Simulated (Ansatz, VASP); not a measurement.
One calculation of CuP, two programs

```xyz
2
Lattice="2.7508 0.0000 0.0000 0.0000 2.7508 0.0000 0.0000 0.0000 3.5668" Properties=species:S:1:pos:R:3 pbc="T T T"
Cu    1.3754    1.3754    1.7834
P     0.0000    0.0000    0.0000
```

Alike in both runs: functional PBE; k mesh 20 × 20 × 16; occupations gaussian, width 0.1 eV; no spin polarisation.

Ansatz relaxed the structure, and its values are those at the end. VASP's run is a single point on that final structure, the one shown.

|  | VASP | Ansatz |
| --- | --- | --- |
| version | VASP 6.6.1 | Ansatz 0.2.0 |
| potentials or method | VASP PAW PBE potentials, release 64 (Cu, P), cutoff 520 eV | scalar-relativistic, plane waves, PAW |
| valence electrons in the cell | 16 | 24 |

Ansatz gave:

| Property | Result |
| --- | --- |
| gap on the k mesh at the Fermi level (eV) | none |
| pressure (GPa) | 0.0 |

Task: What did VASP give for the same quantities?

Result: gap on the k mesh at the Fermi level (eV): none; pressure (GPa): 0.1.

A gap of «none» marks a metal or a gap that the smearing closes. VASP's potentials hold 16 valence electrons a cell and Ansatz's 24, so a difference there can come from the potentials and not from the codes.
